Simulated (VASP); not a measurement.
Pb, 3 atoms in the cell. The cell holds a sheet with vacuum, 3 atoms: a = 6.469 Å, b = 6.469 Å, c = 23.800 Å, α = 90.00°, β = 90.00°, γ = 120.00°. 

| Property | Result |
| --- | --- |
| Program | VASP 6.6.1 |
| Task | single point |
| Functional | PBE |
| Potentials or basis | VASP PAW PBE potentials, release 64 (Pb_d) |
| Cutoff | 520 eV |
| k mesh | 3 × 3 × 1 |
| Occupations | gaussian, width 0.1 eV |
| Spin | no spin polarisation |
| Dipole correction | yes |
| Further INCAR settings | ALGO = Normal; EDIFF = 1e-06; NBANDS = 28 |

Potentials or basis: VASP PAW PBE potentials, release 64 (Pb_d).

Launch:

```sh
$ cat potpaw_PBE.64/Pb_d/POTCAR > POTCAR
$ mpirun -np 1 vasp_std > vasp.out
```

Hardware: 1 thread of Intel Xeon 6975P-C, with other jobs on the host.

Question: Estimate the wall time of this run.

Answer: It took 2.3 min on 1 thread of Intel Xeon 6975P-C, with other jobs on the host, peak memory 0.79 GiB. Counts: scf iterations 21, k points 3.
